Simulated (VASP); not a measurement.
# BN (F-43m) in VASP: notebook

BN is run at these levels: PBE+D3(BJ); tasks: relaxation of cell and atoms.

Program: VASP 6.6.1. These are calculated values, not measurements. Logs are shortened: lines on timing, memory, paths and dates and some standing lists are left out, and cuts for length are marked.

### Step 1. The cell of the first run

The structure is cubic, space group F-43m (No. 216). The conventional cell has a = 3.615 Å, b = 3.615 Å, c = 3.615 Å, α = 90.00°, β = 90.00°, γ = 90.00°. B (site symmetry -43m) has 4 N at 1.57 Å within 2.1 Å. N (site symmetry -43m) has 4 B at 1.57 Å within 2.1 Å.

### Step 2. Relaxation of cell and atoms, PBE+D3(BJ)

The input, INCAR:

```
  PREC = Accurate
  ENCUT = 600
  EDIFF = 1E-7
  ISMEAR = 0
  SIGMA = 0.01
  LREAL = False
  LASPH = True
  NELM = 120
  ALGO = Normal
  ISIF = 3
  LWAVE = False
  LCHARG = False
  GGA = PE
  IVDW = 12
  IBRION = 2
  NSW = 80
  EDIFFG = -0.002
  GGA_COMPAT = False
  NELMIN = 4
```

The input, KPOINTS:

```
regular mesh
0
Gamma
  8 8 8
```

The input, POSCAR:

```
BN
1.0
    0.0000000000      1.8075000000      1.8075000000
    1.8075000000      0.0000000000      1.8075000000
    1.8075000000      1.8075000000      0.0000000000
B N
1 1
Direct
    0.0000000000      0.0000000000      0.0000000000
    0.2500000000      0.2500000000      0.2500000000
```

Potentials or basis: VASP PAW PBE potentials, release 64 (B, N).

The run is started by

```bash
> cat potpaw_PBE.64/B/POTCAR potpaw_PBE.64/N/POTCAR > POTCAR
> mpirun -np 1 vasp_std > vasp.out
```

OUTCAR:

```text
PREC = Accurate
   ENCUT = 600
   EDIFF = 1E-7
   ISMEAR = 0
   LREAL = False
   LASPH = True
   NELM = 120
   ISIF = 3
   GGA = PE
   IVDW = 12
   IBRION = 2
   NSW = 80
   EDIFFG = -0.002
   NELMIN = 4
 IVDW          = 12

 ion  position               nearest neighbor table
   1  0.000  0.000  0.000-   2 1.57   2 1.57   2 1.57   2 1.57
   2  0.250  0.250  0.250-   1 1.57   1 1.57   1 1.57   1 1.57

  LATTYP: Found a face centered cubic cell.
 ALAT       =     3.6150000000

  Lattice vectors:

 A1 = (   0.0000000000,   1.8075000000,   1.8075000000)
 A2 = (   1.8075000000,   0.0000000000,   1.8075000000)
 A3 = (   1.8075000000,   1.8075000000,   0.0000000000)

Analysis of symmetry for initial positions (statically):
=====================================================================
 Subroutine PRICEL returns:
 Original cell was already a primitive cell.

 Routine SETGRP: Setting up the symmetry group for a
 face centered cubic supercell.

 Subroutine GETGRP returns: Found 24 space group operations
 (whereof 24 operations were pure point group operations)
 out of a pool of 48 trial point group operations.

The static configuration has the point symmetry T_d .

Analysis of symmetry for dynamics (positions and initial velocities):
=====================================================================
 Subroutine PRICEL returns:
 Original cell was already a primitive cell.

 Routine SETGRP: Setting up the symmetry group for a
 face centered cubic supercell.

 Subroutine GETGRP returns: Found 24 space group operations
 (whereof 24 operations were pure point group operations)
 out of a pool of 48 trial point group operations.

The dynamic configuration has the point symmetry T_d .

 Subroutine INISYM returns: Found 24 space group operations
 (whereof 24 operations are pure point group operations),
 and found     1 'primitive' translations

----------------------------------------------------------------------------------------

                                     Primitive cell

  volume of cell :      11.8104

  direct lattice vectors                    reciprocal lattice vectors
     0.000000000  1.807500000  1.807500000    -0.276625173  0.276625173  0.276625173
     1.807500000  0.000000000  1.807500000     0.276625173 -0.276625173  0.276625173
     1.807500000  1.807500000  0.000000000     0.276625173  0.276625173 -0.276625173

  length of vectors
     2.556191014  2.556191014  2.556191014     0.479128854  0.479128854  0.479128854

  position of ions in fractional coordinates (direct lattice)
     0.000000000  0.000000000  0.000000000
[... 68 lines left out ...]
 SYSTEM =  unknown system
   PREC   = accura    normal or accurate (medium, high low for compatibility)
   ISTART =      0    job   : 0-new  1-cont  2-samecut
   ICHARG =      2    charge: 1-file 2-atom 10-const
   ISPIN  =      1    spin polarized calculation?
   LNONCOLLINEAR =      F non collinear calculations
   LSORBIT =      F    spin-orbit coupling
   LASPH  =      T    aspherical Exc in radial PAW
   ENCUT  =  600.0 eV  44.10 Ry    6.64 a.u.   5.11  5.11  5.11*2*pi/ulx,y,z
   NELM   =    120;   NELMIN=  4; NELMDL= -5     # of ELM steps
   EDIFF  = 0.1E-06   stopping-criterion for ELM
   LREAL  =      F    real-space projection
   EDIFFG = -.2E-02   stopping-criterion for IOM
   NSW    =     80    number of steps for IOM
   IBRION =      2    ionic relax: 0-MD 1-quasi-New 2-CG
   NFREE  =      1    steps in history (QN), initial steepest desc. (CG)
   ISIF   =      3    stress and relaxation
   ISYM   =      2    0-nonsym 1-usesym 2-fastsym
   POTIM  = 0.5000    time-step for ionic-motion
   TEBEG  =    0.0;   TEEND  =   0.0 temperature during run
   PSTRESS=    0.0 pullay stress
   NELECT =       8.0000    total number of electrons
   NUPDOWN=      -1.0000    fix difference up-down
   EMIN   =  10.00;   EMAX   =-10.00  energy-range for DOS
   EFERMI =   0.00;   METHOD = LEGACY
   ISMEAR =     0;   SIGMA  =   0.01  broadening in eV -4-tet -1-fermi 0-gaus
   EFERMI_NEDOS =   21; number of points for ismear=-14 and -15
   IALGO  =     38    algorithm
   IMIX   =      4    mixing-type and parameters
     AMIX     =   0.40;   BMIX     =  1.00
     AMIX_MAG =   1.60;   BMIX_MAG =  1.00
  volume/ion in A,a.u.               =       5.91        39.85
  Fermi-wavevector in a.u.,A,eV,Ry     =   1.437749  2.716952 28.124920  2.067123
  Thomas-Fermi vector in A             =   2.556793
   LORBIT       =      0    0 simple, 1 ext, 2 COOP (PROOUT), +10 PAW based schemes
   GGA     = PE    functional components
   LHFCALC =     F    Hartree Fock is set to
   AEXX    =    0.0000 exact exchange contribution
   IVDW    =    12    specifies the selected vdW correction
   LEPSILON=     F    determine dielectric tensor
   LRPA    =     F    only Hartree local field effects (RPA)
 conjugate gradient relaxation of ions
 non-spin polarized calculation
 Gauss-broadening in eV      SIGMA  =   0.01
  energy-cutoff  :      600.00
  volume of cell :       11.81
 maximum number of plane-waves:       411
   NGX = 11   NGY = 11   NGZ = 11

--------------------------------------- Ionic step        1  -------------------------------------------

 number of electron       7.9999999 magnetization

 Free energy of the ion-electron system (eV)
  ---------------------------------------------------
  ext. energy  EPLUGINS =         0.00000000
  ---------------------------------------------------
  free energy    TOTEN  =       -17.45315797 eV

  energy without entropy =      -17.45315797  energy(sigma->0) =      -17.45315797

------------------------ aborting loop because EDIFF is reached ----------------------------------------

 Edisp (eV)   -0.41837

 E8    (eV) :    -0.1237
[... 71 lines left out ...]
--------------------------------------- Ionic step        3  -------------------------------------------

 number of electron       7.9999999 magnetization

 Free energy of the ion-electron system (eV)
  ---------------------------------------------------
  ext. energy  EPLUGINS =         0.00000000
  ---------------------------------------------------
  free energy    TOTEN  =       -17.45088276 eV

  energy without entropy =      -17.45088276  energy(sigma->0) =      -17.45088276

 E-fermi :   7.5430     XC(G=0): -12.8571

 val. band max:        7.4902092116   @ k =   0.0000   0.0000   0.0000
 cond. band min:      11.9570310709   @ k =   0.5000   0.5000   0.0000
 fundamental gap:      4.4668218593
 Fermi energy:         7.5429926354

 k-point     1 :       0.0000    0.0000    0.0000
  band No.  band energies     occupation
      1     -12.8214      2.00000
      2       7.4902      2.00000
      3       7.4902      2.00000
      4       7.4902      2.00000
      5      16.3435      0.00000
      6      16.3435      0.00000
      7      16.3435      0.00000
      8      17.9557      0.00000
[... 243 lines left out ...]
 k-point    24 :      -0.3750    0.2500    0.1250
  band No.  band energies     occupation
      1      -7.8630      2.00000
      2      -2.2654      2.00000
      3       2.6385      2.00000
      4       4.0145      2.00000
      5      17.1088      0.00000
      6      18.7369      0.00000
      7      21.9574      0.00000
      8      23.3561      0.00000

 [... further k-points ...]

------------------------ aborting loop because EDIFF is reached ----------------------------------------

 Edisp (eV)   -0.42134

 E8    (eV) :    -0.1245
[... 25 lines left out ...]
  FREE ENERGIE OF THE ION-ELECTRON SYSTEM (eV)
  ---------------------------------------------------
  free  energy   TOTEN  =       -17.8722234829 eV

  energy  without entropy=      -17.8722234829  energy(sigma->0) =      -17.87222348

 reached required accuracy - stopping structural energy minimisation
```

CONTCAR:

```text
BN
   1.00000000000000
    -0.0000000000000000    1.8032404572857197    1.8032404572857197
     1.8032404572857197   -0.0000000000000000    1.8032404572857197
     1.8032404572857197    1.8032404572857197   -0.0000000000000000
  B               N
     1     1
Direct
     0.0000000000000000    0.0000000000000000    0.0000000000000000
     0.2500000000000000    0.2500000000000000    0.2500000000000000

  0.00000000E+00  0.00000000E+00  0.00000000E+00
  0.00000000E+00  0.00000000E+00  0.00000000E+00
```

Run time: 14 s. Hardware: 1 thread of Intel Xeon 8259CL, shared host; peak memory 0.13 GiB.

Results:

```
Free energy                            : -17.8722 eV
Relaxed volume                         : 5.86 Å³/atom
Relaxed cell                           : a = 2.550 Å, b = 2.550 Å, c = 2.550 Å, α = 60.00°, β = 60.00°, γ = 60.00°
Space group after relaxing (to 0.05 Å) : F-43m (No. 216)
Energy gained by relaxing              : 0.3 meV/atom
Ionic steps                            : 3
Pressure after relaxing                : 0.0 GPa
Band gap on the k mesh                 : 4.47 eV, indirect (least direct gap 8.85 eV)
Dispersion energy per atom             : -0.211 eV
```

The path:
```csv
step,energy change (eV),largest force (eV/Å),pressure (GPa),volume (Å³)
1,0.0000,0.0000,-2.67,11.81
2,0.0000,0.0000,2.79,11.64
3,-0.0007,0.0000,0.01,11.73
```

Final structure:
```
B N
1.0
     0.00000    1.80324    1.80324
     1.80324    0.00000    1.80324
     1.80324    1.80324    0.00000
B N
1 1
Direct
  0.00000 0.00000 0.00000
  0.25000 0.25000 0.25000
```

Levels at points of the mesh, in eV from the valence-band top:
```
           k point  band 1  band 2  band 3  band 4  band 5  band 6  band 7  band 8
(0.00, 0.00, 0.00)  -20.31    0.00    0.00    0.00    8.85    8.85    8.85   10.47
(0.50, 0.00, 0.00)  -16.06  -10.76   -1.95   -1.95   10.24   10.74   10.74   15.33
(0.50, 0.50, 0.00)  -14.68   -8.96   -4.94   -4.94    4.47    9.27   18.03   18.03
```

A k mesh can miss the band edges. PBE gaps usually lie below the measured ones, often by a third to a half.

### Step 3. Relaxation of cell and atoms, PBE+D3(BJ), target pressure 13 GPa, at which the enthalpy is minimised

The input, INCAR:

```
PREC = Accurate ; ENCUT = 600
EDIFF = 1E-7 ; ISMEAR = 0
SIGMA = 0.01 ; LREAL = False
LASPH = True ; NELM = 120
ALGO = Normal ; ISIF = 3
LWAVE = False ; LCHARG = False
GGA = PE ; IVDW = 12
IBRION = 2 ; NSW = 80
EDIFFG = -0.002 ; PSTRESS = 130.0
GGA_COMPAT = False ; NELMIN = 4
```

The input, KPOINTS:

```
Automatic mesh
0
Gamma
  8 8 8
```

POSCAR is that of step 2.

Potentials or basis: VASP PAW PBE potentials, release 64 (B, N).

The run is started by

```bash
> cat potpaw_PBE.64/B/POTCAR potpaw_PBE.64/N/POTCAR > POTCAR
> mpirun -np 1 vasp_std > vasp.out
```

It took 23 s on 1 thread of Intel Xeon 8259CL, shared host; peak memory 0.13 GiB.

Results (log left out):

- Free energy: -17.8576 eV
- Relaxed volume: 5.68 Å³/atom
- Relaxed cell: a = 2.523 Å, b = 2.523 Å, c = 2.523 Å, α = 60.00°, β = 60.00°, γ = 60.00°
- Space group after relaxing (to 0.05 Å): F-43m (No. 216)
- Energy change on relaxing (the enthalpy is what falls): +7.0 meV/atom
- Ionic steps: 6
- Pressure after relaxing: 13.0 GPa
- Band gap on the k mesh: 4.50 eV, indirect (least direct gap 9.01 eV)
- Dispersion energy per atom: -0.218 eV

The path:
| step | energy change (eV) | largest force (eV/Å) | pressure (GPa) | volume (Å³) |
| --- | --- | --- | --- | --- |
| 1 | 0.0000 | 0.0000 | -2.67 | 11.81 |
| 2 | 0.0876 | 0.0000 | 34.30 | 10.85 |
| 3 | 0.0136 | 0.0000 | 12.85 | 11.36 |
| 4 | 0.0143 | 0.0000 | 13.18 | 11.35 |
| 5 | 0.0135 | 0.0000 | 12.83 | 11.36 |
| 6 | 0.0139 | 0.0000 | 13.00 | 11.36 |

Final structure:
```
B N
1.0
     0.00000    1.78411    1.78411
     1.78411    0.00000    1.78411
     1.78411    1.78411    0.00000
B N
1 1
Direct
  0.00000 0.00000 0.00000
  0.25000 0.25000 0.25000
```

Levels at points of the mesh, in eV from the valence-band top:
| k point | band 1 | band 2 | band 3 | band 4 | band 5 | band 6 | band 7 | band 8 |
| --- | --- | --- | --- | --- | --- | --- | --- | --- |
| (0.00, 0.00, 0.00) | -20.68 | 0.00 | 0.00 | 0.00 | 9.01 | 9.01 | 9.01 | 10.99 |
| (0.50, 0.00, 0.00) | -16.28 | -11.06 | -2.01 | -2.01 | 10.66 | 10.92 | 10.92 | 15.66 |
| (0.50, 0.50, 0.00) | -14.86 | -9.17 | -5.10 | -5.10 | 4.50 | 9.45 | 18.53 | 18.53 |

Caveat: the cell is relaxed towards a set pressure, so the enthalpy falls and the energy may rise.
